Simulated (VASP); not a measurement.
# P in VASP: further runs

The runs below take P through single point, with PBEsol.

All numbers are computed with VASP 6.6.1; they aren't measurements. Logs are shortened: lines on timing, memory, paths and dates and some standing lists are left out, and cuts for length are marked.

## (1) The cell of the first run

The cell holds a slab with vacuum, 4 atoms: a = 3.284 Å, b = 34.875 Å, c = 4.393 Å, α = 90.00°, β = 90.00°, γ = 90.00°.

## (2) Single point, PBEsol (strain -0.0100 x Voigt [0, 0, 1, 0, 0, 0])

Contents of INCAR:

```
SYSTEM = P
PREC     = Accurate       ! precision mode
ENCUT    = 520            ! plane-wave cutoff, eV
EDIFF    = 1E-6           ! SCF threshold, eV
ISMEAR   = 0              ! smearing method
SIGMA    = 0.05           ! smearing width, eV
LREAL    = .False.        ! projectors in reciprocal space
LASPH    = .True.         ! aspherical terms in the spheres
NELM     = 100            ! most SCF steps
ALGO     = Normal         ! electronic algorithm
ISIF     = 2              ! what is computed and relaxed
LWAVE    = .False.        ! write WAVECAR
LCHARG   = .False.        ! write CHGCAR
GGA      = PS             ! functional
NBANDS   = 18             ! bands
```

Contents of KPOINTS:

```
regular mesh
0
Gamma
  8 1 6
  0 0 0
```

Contents of POSCAR:

```
P
1.0
    3.2843671017      0.0000000000      0.0000000000
    0.0000000000     34.8747470704      0.0000000000
    0.0000000000      0.0000000000      4.3925409781
P
4
Direct
    0.0000000000      0.9696876236      0.5826201292
    0.0000000000      0.0303123764      0.4173798708
    0.5000000000      0.0303123764      0.0826201292
    0.5000000000      0.9696876236      0.9173798708
```

Potentials or basis: VASP PAW PBE potentials, release 64 (P).

On the command line:

```bash
$ cat potpaw_PBE.64/P/POTCAR > POTCAR
$ mpirun -np 1 vasp_std > vasp.out
```

OUTCAR:

```text
SYSTEM = P
   PREC = Accurate
   ENCUT = 520
   EDIFF = 1E-6
   ISMEAR = 0
   LREAL = .False.
   LASPH = .True.
   NELM = 100
   ISIF = 2
   GGA = PS

 ion  position               nearest neighbor table
   1  0.000  0.970  0.583-   4 2.20   4 2.20   2 2.24
   2  0.000  0.030  0.417-   3 2.20   3 2.20   1 2.24
   3  0.500  0.030  0.083-   2 2.20   2 2.20   4 2.24
   4  0.500  0.970  0.917-   1 2.20   1 2.20   3 2.24

  LATTYP: Found a simple orthorhombic cell.
 ALAT       =     3.2843671017
 B/A-ratio  =     1.3374086520
 C/A-ratio  =    10.6184071361

  Lattice vectors:

 A1 = (  -3.2843671017,   0.0000000000,   0.0000000000)
 A2 = (   0.0000000000,   0.0000000000,   4.3925409781)
 A3 = (   0.0000000000,  34.8747470704,   0.0000000000)

Analysis of symmetry for initial positions (statically):
=====================================================================
 Subroutine PRICEL returns:
 Original cell was already a primitive cell.

 Routine SETGRP: Setting up the symmetry group for a
 simple orthorhombic supercell.

 Subroutine GETGRP returns: Found  8 space group operations
 (whereof  4 operations were pure point group operations)
 out of a pool of  8 trial point group operations.

The static configuration has the point symmetry C_2h.
 The point group associated with its full space group is D_2h.

Analysis of symmetry for dynamics (positions and initial velocities):
=====================================================================
 Subroutine PRICEL returns:
 Original cell was already a primitive cell.

 Routine SETGRP: Setting up the symmetry group for a
 simple orthorhombic supercell.

 Subroutine GETGRP returns: Found  8 space group operations
 (whereof  4 operations were pure point group operations)
 out of a pool of  8 trial point group operations.

The dynamic configuration has the point symmetry C_2h.
 The point group associated with its full space group is D_2h.

 Subroutine INISYM returns: Found  8 space group operations
 (whereof  4 operations are pure point group operations),
 and found     1 'primitive' translations

----------------------------------------------------------------------------------------

                                     Primitive cell

  volume of cell :     503.1281

  direct lattice vectors                    reciprocal lattice vectors
     3.284367102  0.000000000  0.000000000     0.304472664  0.000000000  0.000000000
     0.000000000 34.874747070  0.000000000     0.000000000  0.028674043  0.000000000
     0.000000000  0.000000000  4.392540978     0.000000000  0.000000000  0.227658662

  length of vectors
     3.284367102 34.874747070  4.392540978     0.304472664  0.028674043  0.227658662

  position of ions in fractional coordinates (direct lattice)
     0.000000000  0.969687624  0.582620129
     0.000000000  0.030312376  0.417379871
     0.500000000  0.030312376  0.082620129
     0.500000000  0.969687624  0.917379871

  ion indices of the primitive-cell ions
   primitive index   ion index
                 1           1
                 2           2
                 3           3
                 4           4

----------------------------------------------------------------------------------------

 KPOINTS: regular mesh

Automatic generation of k-mesh.
 Grid dimensions read from file:
 generate k-points for:    8    1    6

 Generating k-lattice:

  Cartesian coordinates                     Fractional coordinates (reciprocal lattice)
     0.038059083  0.000000000  0.000000000     0.125000000  0.000000000  0.000000000
     0.000000000  0.028674043  0.000000000     0.000000000  1.000000000  0.000000000
     0.000000000  0.000000000  0.037943110     0.000000000  0.000000000  0.166666667

  Length of vectors
     0.038059083  0.028674043  0.037943110

  Shift w.r.t. Gamma in fractional coordinates (k-lattice)
     0.000000000  0.000000000  0.000000000

 Subroutine IBZKPT returns following result:
 ===========================================

 Found     20 irreducible k-points:

 Following reciprocal coordinates:
            Coordinates               Weight
  0.000000  0.000000  0.000000      1.000000
  0.125000  0.000000  0.000000      2.000000
  0.250000  0.000000  0.000000      2.000000
  0.375000  0.000000  0.000000      2.000000
  0.500000  0.000000  0.000000      1.000000
  0.000000  0.000000  0.166667      2.000000
[... 12 lines left out ...]
  0.375000  0.000000  0.500000      2.000000
  0.500000  0.000000  0.500000      1.000000
   k-points           NKPTS =     20   k-points in BZ     NKDIM =     20   number of bands    NBANDS=     18
   number of dos      NEDOS =    301   number of ions     NIONS =      4
   total plane-waves  NPLWV = 233280
   dimension x,y,z NGX =    24 NGY =  270 NGZ =   36
   dimension x,y,z NGXF=    48 NGYF=  540 NGZF=   72
   ions per type =               4
   NGX,Y,Z   is equivalent  to a cutoff of  12.15, 12.87, 13.63 a.u.
   NGXF,Y,Z  is equivalent  to a cutoff of  24.30, 25.74, 27.25 a.u.
 SYSTEM =  P
   PREC   = accura    normal or accurate (medium, high low for compatibility)
   ISTART =      0    job   : 0-new  1-cont  2-samecut
   ICHARG =      2    charge: 1-file 2-atom 10-const
   ISPIN  =      1    spin polarized calculation?
   LNONCOLLINEAR =      F non collinear calculations
   LSORBIT =      F    spin-orbit coupling
   LASPH  =      T    aspherical Exc in radial PAW
   ENCUT  =  520.0 eV  38.22 Ry    6.18 a.u.   6.11 64.84  8.17*2*pi/ulx,y,z
   NELM   =    100;   NELMIN=  2; NELMDL= -5     # of ELM steps
   EDIFF  = 0.1E-05   stopping-criterion for ELM
   LREAL  =      F    real-space projection
   EDIFFG = 0.1E-04   stopping-criterion for IOM
   NSW    =      0    number of steps for IOM
   IBRION =     -1    ionic relax: 0-MD 1-quasi-New 2-CG
   NFREE  =      0    steps in history (QN), initial steepest desc. (CG)
   ISIF   =      2    stress and relaxation
   ISYM   =      2    0-nonsym 1-usesym 2-fastsym
   POTIM  = 0.5000    time-step for ionic-motion
   TEBEG  =    0.0;   TEEND  =   0.0 temperature during run
   PSTRESS=    0.0 pullay stress
   NELECT =      20.0000    total number of electrons
   NUPDOWN=      -1.0000    fix difference up-down
   EMIN   =  10.00;   EMAX   =-10.00  energy-range for DOS
   EFERMI =   0.00;   METHOD = LEGACY
   ISMEAR =     0;   SIGMA  =   0.05  broadening in eV -4-tet -1-fermi 0-gaus
   EFERMI_NEDOS =   21; number of points for ismear=-14 and -15
   IALGO  =     38    algorithm
   IMIX   =      4    mixing-type and parameters
     AMIX     =   0.40;   BMIX     =  1.00
     AMIX_MAG =   1.60;   BMIX_MAG =  1.00
  volume/ion in A,a.u.               =     125.78       848.82
  Fermi-wavevector in a.u.,A,eV,Ry     =   0.558717  1.055822  4.247260  0.312165
  Thomas-Fermi vector in A             =   1.593859
   LORBIT       =      0    0 simple, 1 ext, 2 COOP (PROOUT), +10 PAW based schemes
   GGA     = PS    functional components
   LHFCALC =     F    Hartree Fock is set to
   AEXX    =    0.0000 exact exchange contribution
   IVDW    =     0    specifies the selected vdW correction
   LEPSILON=     F    determine dielectric tensor
   LRPA    =     F    only Hartree local field effects (RPA)
 non-spin polarized calculation
 Gauss-broadening in eV      SIGMA  =   0.05
  energy-cutoff  :      520.00
  volume of cell :      503.13
 maximum number of plane-waves:     13600
   NGX = 13   NGY =129   NGZ = 17

 number of electron      19.9999999 magnetization

 Free energy of the ion-electron system (eV)
  ---------------------------------------------------
  ext. energy  EPLUGINS =         0.00000000
  ---------------------------------------------------
  free energy    TOTEN  =       -22.83767945 eV

  energy without entropy =      -22.83767945  energy(sigma->0) =      -22.83767945

 E-fermi :  -2.9779     XC(G=0):  -1.8160

 val. band max:       -3.2296862947   @ k =   0.0000   0.0000   0.0000
 cond. band min:      -2.5861246876   @ k =   0.0000   0.0000   0.0000
 fundamental gap:      0.6435616071
 Fermi energy:        -2.9779465405

 k-point     1 :       0.0000    0.0000    0.0000
  band No.  band energies     occupation
      1     -18.5756      2.00000
      2     -15.9048      2.00000
      3     -12.2529      2.00000
      4      -9.1674      2.00000
      5      -8.0882      2.00000
      6      -7.7024      2.00000
[... 10 lines left out ...]
     17       1.6755      0.00000
     18       1.8295      0.00000

 k-point     2 :       0.1250    0.0000    0.0000
  band No.  band energies     occupation
      1     -18.3862      2.00000
      2     -15.7084      2.00000
      3     -12.3784      2.00000
      4      -9.0180      2.00000
      5      -7.9663      2.00000
      6      -7.9178      2.00000
[... 10 lines left out ...]
     17       1.8933      0.00000
     18       1.9943      0.00000

 k-point     3 :       0.2500    0.0000    0.0000
  band No.  band energies     occupation
      1     -17.8231      2.00000
      2     -15.1218      2.00000
      3     -13.0104      2.00000
      4      -9.3439      2.00000
      5      -8.6418      2.00000
      6      -8.6058      2.00000
[... 10 lines left out ...]
     17       2.0668      0.00000
     18       2.4744      0.00000

 k-point     4 :       0.3750    0.0000    0.0000
  band No.  band energies     occupation
      1     -16.9058      2.00000
      2     -14.2720      2.00000
      3     -14.1540      2.00000
      4     -11.1743      2.00000
      5      -8.5998      2.00000
      6      -8.1190      2.00000
[... 291 lines left out ...]
      4     -11.7676      2.00000
      5      -8.9140      2.00000
      6      -8.9140      2.00000
[... 10 lines left out ...]
     17       3.1571      0.00000
     18       3.1571      0.00000

 k-point    19 :       0.3750    0.0000    0.5000
  band No.  band energies     occupation
      1     -15.7968      2.00000
      2     -15.7968      2.00000
      3     -12.4709      2.00000
      4     -12.4709      2.00000
      5      -9.1898      2.00000
      6      -9.1898      2.00000
[... 10 lines left out ...]
     17       3.6466      0.00000
     18       3.6466      0.00000

 k-point    20 :       0.5000    0.0000    0.5000
  band No.  band energies     occupation
      1     -15.2163      2.00000
      2     -15.2163      2.00000
      3     -13.1925      2.00000
      4     -13.1925      2.00000
      5      -8.3803      2.00000
      6      -8.3803      2.00000
[... 10 lines left out ...]
     17       2.8675      0.00000
     18       2.8675      0.00000

------------------------ aborting loop because EDIFF is reached ----------------------------------------

  FORCE on cell =-STRESS in cart. coord.  units (eV):
  Direction    XX          YY          ZZ          XY          YZ          ZX
  --------------------------------------------------------------------------------------
  -------------------------------------------------------------------------------------
  Total        0.3704987     -0.0026071      0.6101974      0.0000000     -0.0000000      0.0000000
  in kB        1.1798280     -0.0083022      1.9431323      0.0000000     -0.0000000      0.0000000
  external PRESSURE =       1.0382194 kB  Pullay stress =       0.0000000 kB

 VOLUME and BASIS-vectors are now :
 -----------------------------------------------------------------------------
  energy-cutoff  :      520.00
  volume of cell :      503.13
      direct lattice vectors                 reciprocal lattice vectors
     3.284367102  0.000000000  0.000000000     0.304472664  0.000000000  0.000000000
     0.000000000 34.874747070  0.000000000     0.000000000  0.028674043  0.000000000
     0.000000000  0.000000000  4.392540978     0.000000000  0.000000000  0.227658662

 POSITION                                       TOTAL-FORCE (eV/Angst)
 -----------------------------------------------------------------------------------
      0.00000     33.81761      2.55918         0.000000     -0.002772     -0.138524
      0.00000      1.05714      1.83336        -0.000000      0.002772      0.138524
      1.64218      1.05714      0.36291        -0.000000      0.002772     -0.138524
      1.64218     33.81761      4.02963        -0.000000     -0.002772      0.138524
 -----------------------------------------------------------------------------------
    total drift:                               -0.000000      0.000000     -0.000000

  FREE ENERGIE OF THE ION-ELECTRON SYSTEM (eV)
  ---------------------------------------------------
  free  energy   TOTEN  =       -22.8376794507 eV

  energy  without entropy=      -22.8376794507  energy(sigma->0) =      -22.83767945
```

It took 2.4 min on 1 thread of Intel Xeon 6975P-C (Granite Rapids), shared host; peak memory 0.54 GiB.

What came out:

| Item | Value |
| --- | --- |
| Free energy | -22.8377 eV |
| Largest force | 0.139 eV/Å |
| Band gap on the k mesh | 0.64 eV, direct |

Forces on the atoms (eV/Å):
```
P    0.000 -0.003 -0.139
P    0.000  0.003  0.139
P    0.000  0.003 -0.139
P    0.000 -0.003  0.139
```

Caveat: the cell differs from its parent crystal (strain -0.0100 x Voigt [0, 0, 1, 0, 0, 0]); the PAW data sets were made with another functional, which shifts forces and pressure a little.

[end of part 1 of 2]
